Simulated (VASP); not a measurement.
Runs of VASP 6.6.1 on Y2Si3O. The structure is that of space group P6/mmm (No. 191), or close to it. The cells are those of the table. 

```csv
task,cell,k mesh,cutoff (eV),gap on the mesh (eV),pressure (GPa)
single point,"a = 5.634, b = 5.634, c = 4.823 Å, angles 90.0, 90.0, 120.0°, 6 atoms",12 × 12 × 8,520,none,-0.1
single point,"a = 5.049, b = 5.049, c = 5.106 Å, angles 90.0, 90.0, 120.0°, 6 atoms",6 × 6 × 4,520,none,(a)
relaxation of cell and atoms,"relaxed from a = 5.049, b = 5.049, c = 5.106 Å, angles 90.0, 90.0, 120.0°, 6 atoms",6 × 6 × 4,600,none,0.0
single point,"a = 5.614, b = 5.614, c = 4.844 Å, angles 90.0, 90.0, 120.0°, 6 atoms",6 × 6 × 4,520,none,0.0
```

Alike in all rows: level PBE; potentials or basis VASP PAW PBE potentials, release 64 (Y_sv, Si, O); no spin polarisation; smearing gaussian 0.1 eV.

Q: Estimate the missing entries.

A: (a) 7.6.

A k mesh can miss the band edges, and the runs leave out spin-orbit coupling on Y.

A gap of «none» marks levels without a gap at the run's occupations.
